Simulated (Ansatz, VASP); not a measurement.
# Mg3Zr: VASP beside Ansatz

```xyz
4
Lattice="4.5198 0.0000 0.0000 0.0000 4.5198 0.0000 0.0000 0.0000 4.5198" Properties=species:S:1:pos:R:3 pbc="T T T"
Mg    2.2599    2.2599    0.0000
Mg    2.2599    0.0000    2.2599
Mg    0.0000    2.2599    2.2599
Zr    0.0000    0.0000    0.0000
```

Alike in both runs: task single point; functional LDA; k mesh 5 × 5 × 5; occupations fermi-dirac, width 0.15 eV; no spin polarisation.

```csv
,VASP,Ansatz
version,VASP 6.6.1,Ansatz 0.2.0
potentials or method,"VASP PAW LDA potentials, release 64 (Mg, Zr_sv), cutoff 520 eV","plane waves, PAW"
valence electrons in the cell,18,42
```

```csv
,VASP,Ansatz,Ansatz less VASP
pressure (GPa),-5.3,-5.0,+0.29
```

LDA's correlation is that of Perdew and Zunger in VASP and of Perdew and Wang (1992) in Ansatz. VASP's potentials hold 18 valence electrons a cell and Ansatz's 42, so a difference there can come from the potentials and not from the codes. Ansatz's warnings: stress scf threshold loose.
